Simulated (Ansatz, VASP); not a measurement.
## One calculation of Al5Cu, two programs

```
Al Cu
1.0
     2.84460    0.00000    0.00000
    -1.42230    2.46349    0.00000
     0.00000    0.00000   26.73138
Al Cu
10 2
Direct
  0.00000 0.00000 0.00000
  0.00000 0.00000 0.50000
  0.33333 0.66667 0.41257
  0.33333 0.66667 0.91257
  0.66667 0.33333 0.32540
  0.66667 0.33333 0.82540
  0.33333 0.66667 0.17460
  0.33333 0.66667 0.67460
  0.66667 0.33333 0.08743
  0.66667 0.33333 0.58743
  0.00000 0.00000 0.25000
  0.00000 0.00000 0.75000
```

Alike in both runs: task single point; functional PBE; k mesh 12 × 12 × 1; occupations gaussian, width 0.2 eV; no spin polarisation.

|  | VASP | Ansatz |
| --- | --- | --- |
| version | VASP 6.6.1 | Ansatz 0.2.0 |
| potentials or method | VASP PAW PBE potentials, release 64 (Al, Cu), cutoff 520 eV | scalar-relativistic, plane waves, PAW |
| valence electrons in the cell | 52 | 68 |

|  | VASP | Ansatz | Ansatz less VASP |
| --- | --- | --- | --- |
| gap on the k mesh at the Fermi level (eV) | none | none | - |
| pressure (GPa) | 0.1 | 0.0 | -0.12 |
| traceless stress, the component that is largest in VASP (GPa) | -0.59 | -0.62 | -0.029 |
| rms of the force components (eV/Å) | 0.027 | 0.021 | -0.0062 |

Atom by atom the forces differ by 0.007 eV/Å (rms over components). A gap of «none» marks a metal or a gap that the smearing closes. VASP's potentials hold 52 valence electrons a cell and Ansatz's 68, so a difference there can come from the potentials and not from the codes.
